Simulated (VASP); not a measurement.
# Zr (Im-3m) in VASP: notebook, part 2 of 2

VASP 6.6.1.

### Step 4. Electric field gradients, PBE

This run uses another cell than the first one, of 23.72 Å³/atom, 1.053 times its volume.

Contents of INCAR:

```
SYSTEM = Zr
PREC = Accurate ; ENCUT = 520
EDIFF = 1E-8 ; ISMEAR = -1
SIGMA = 0.08 ; LREAL = .FALSE.
LASPH = .TRUE. ; NELM = 80
ALGO = Normal ; ISIF = 2
LWAVE = .FALSE. ; LCHARG = .FALSE.
GGA = PE ; LEFG = .TRUE.
NBANDS = 12
```

Contents of KPOINTS:

```
regular mesh
0
G
  14 14 14
  0 0 0
```

Contents of POSCAR:

```
Zr
1.0
   -1.8100000000      1.8100000000      1.8100000000
    1.8100000000     -1.8100000000      1.8100000000
    1.8100000000      1.8100000000     -1.8100000000
Zr
1
Direct
    0.0000000000      0.0000000000      0.0000000000
```

Potentials or basis: VASP PAW PBE potentials, release 64 (Zr_sv).

Started as:

```bash
$ cat potpaw_PBE.64/Zr_sv/POTCAR > POTCAR
$ mpirun -np 1 vasp_std > vasp.out
```

OUTCAR:

```text
SYSTEM = Zr
   PREC = Accurate
   ENCUT = 520
   EDIFF = 1E-8
   ISMEAR = -1
   LREAL = .FALSE.
   LASPH = .TRUE.
   NELM = 80
   ISIF = 2
   GGA = PE

 ion  position               nearest neighbor table
   1  0.000  0.000  0.000-

  LATTYP: Found a body centered cubic cell.
 ALAT       =     3.6200000000

  Lattice vectors:

 A1 = (  -1.8100000000,   1.8100000000,   1.8100000000)
 A2 = (   1.8100000000,  -1.8100000000,   1.8100000000)
 A3 = (   1.8100000000,   1.8100000000,  -1.8100000000)

Analysis of symmetry for initial positions (statically):
=====================================================================
 Subroutine PRICEL returns:
 Original cell was already a primitive cell.

 Routine SETGRP: Setting up the symmetry group for a
 body centered cubic supercell.

 Subroutine GETGRP returns: Found 48 space group operations
 (whereof 48 operations were pure point group operations)
 out of a pool of 48 trial point group operations.

The static configuration has the point symmetry O_h .

Analysis of symmetry for dynamics (positions and initial velocities):
=====================================================================
 Subroutine PRICEL returns:
 Original cell was already a primitive cell.

 Routine SETGRP: Setting up the symmetry group for a
 body centered cubic supercell.

 Subroutine GETGRP returns: Found 48 space group operations
 (whereof 48 operations were pure point group operations)
 out of a pool of 48 trial point group operations.

The dynamic configuration has the point symmetry O_h .

 Subroutine INISYM returns: Found 48 space group operations
 (whereof 48 operations are pure point group operations),
 and found     1 'primitive' translations

[... 153 lines left out ...]
      6       9.6209      0.00000
      7       9.6209      0.00000
      8       9.6209      0.00000
      9      12.0407      0.00000
     10      12.0407      0.00000
     11      20.8340      0.00000
     12      20.8340      0.00000
[... 331 lines left out ...]
 k-point    24 :       0.3571    0.2857    0.0000
  band No.  band energies     occupation
      1     -39.8691      2.00000
      2     -18.2591      2.00000
      3     -18.1195      2.00000
      4     -17.6766      2.00000
      5       7.1598      2.00000
      6       7.9710      1.99758
      7       8.3437      1.77353
      8      12.1950      0.00000
      9      12.5920      0.00000
     10      16.7916      0.00000
     11      17.2520      0.00000
     12      18.6755      0.00000

 [... further k-points ...]
[... 5 lines left out ...]
  --------------------------------------------------------------------------------------
  -------------------------------------------------------------------------------------
  Total       -0.4469507     -0.4469507     -0.4469507      0.0000000      0.0000000      0.0000000
  in kB      -30.1907893    -30.1907893    -30.1907893      0.0000000      0.0000000      0.0000000
  external PRESSURE =     -30.1907893 kB  Pullay stress =       0.0000000 kB

 VOLUME and BASIS-vectors are now :
 -----------------------------------------------------------------------------
  energy-cutoff  :      520.00
  volume of cell :       23.72
      direct lattice vectors                 reciprocal lattice vectors
    -1.810000000  1.810000000  1.810000000     0.000000000  0.276243094  0.276243094
     1.810000000 -1.810000000  1.810000000     0.276243094  0.000000000  0.276243094
     1.810000000  1.810000000 -1.810000000     0.276243094  0.276243094  0.000000000

 POSITION                                       TOTAL-FORCE (eV/Angst)
 -----------------------------------------------------------------------------------
      0.00000      0.00000      0.00000         0.000000      0.000000     -0.000000
 -----------------------------------------------------------------------------------
    total drift:                                0.000000      0.000000      0.000000

  FREE ENERGIE OF THE ION-ELECTRON SYSTEM (eV)
  ---------------------------------------------------
  free  energy   TOTEN  =        -8.4473400513 eV

  energy  without entropy=       -8.4063146247  energy(sigma->0) =       -8.42682734

 Electric field gradients (V/A^2)
---------------------------------------------------------------------
 ion       V_xx      V_yy      V_zz      V_xy      V_xz      V_yz
---------------------------------------------------------------------
   1       0.000    -0.000    -0.000    -0.000    -0.000    -0.000
---------------------------------------------------------------------

 Electric field gradients after diagonalization (V/A^2)
 (convention: |V_zz| > |V_xx| > |V_yy|)
----------------------------------------------------------------------
 ion       V_xx      V_yy      V_zz     asymmetry (V_yy - V_xx)/ V_zz
----------------------------------------------------------------------
   1       0.000     0.000    -0.000       0.000
----------------------------------------------------------------------

           NMR quadrupolar parameters

 Cq : quadrupolar parameter    Cq=e*Q*V_zz/h
 eta: asymmetry parameters     (V_yy - V_xx)/ V_zz
 Q  : nuclear electric quadrupole moment in mb (millibarn)
----------------------------------------------------------------------
 ion       Cq(MHz)       eta       Q (mb)
----------------------------------------------------------------------
   1      -0.000       0.000       1.000
----------------------------------------------------------------------
```

OSZICAR:

```text
N       E                     dE             d eps       ncg     rms          rms(c)
DAV:   1     0.873203164944E+02    0.87320E+02   -0.69870E+03  2504   0.100E+03
DAV:   2    -0.562747148547E+01   -0.92948E+02   -0.90373E+02  2936   0.268E+02
DAV:   3    -0.872774955681E+01   -0.31003E+01   -0.30550E+01  3720   0.416E+01
DAV:   4    -0.879091350530E+01   -0.63164E-01   -0.63121E-01  2936   0.562E+00
DAV:   5    -0.879215309461E+01   -0.12396E-02   -0.12396E-02  3580   0.582E-01    0.976E+00
DAV:   6    -0.849790055062E+01    0.29425E+00   -0.38366E-01  2708   0.568E+00    0.382E+00
DAV:   7    -0.844456439018E+01    0.53336E-01   -0.19153E-01  3024   0.383E+00    0.664E-01
DAV:   8    -0.844734566184E+01   -0.27813E-02   -0.11519E-02  2964   0.121E+00    0.103E-01
DAV:   9    -0.844735147261E+01   -0.58108E-05   -0.42698E-04  3256   0.181E-01    0.237E-02
DAV:  10    -0.844734164972E+01    0.98229E-05   -0.22036E-05  2936   0.494E-02    0.150E-02
DAV:  11    -0.844734009967E+01    0.15501E-05   -0.18621E-06  3080   0.152E-02    0.241E-03
DAV:  12    -0.844734007768E+01    0.21991E-07   -0.85492E-08  3576   0.257E-03    0.317E-04
DAV:  13    -0.844734005961E+01    0.18072E-07   -0.28741E-09  1556   0.628E-04    0.344E-05
DAV:  14    -0.844734005135E+01    0.82578E-08   -0.44010E-10  1408   0.216E-04
   1 F= -.84473401E+01 E0= -.84268273E+01  d E =-.410254E-01
```

It took 11 s on 1 thread of Intel Xeon Platinum 8488C (Sapphire Rapids), shared host; peak memory 0.15 GiB.

What came out:

* Free energy: -8.4473 eV
* Pressure: -3.0 GPa
* Band gap on the k mesh: zero (band 6 reaches 9.62 eV, above the bottom of band 7 at 7.88 eV)

Caveat: without QUAD_EFG the Cq values of the log hold for a quadrupole moment of 1 mb, not for the nuclei.
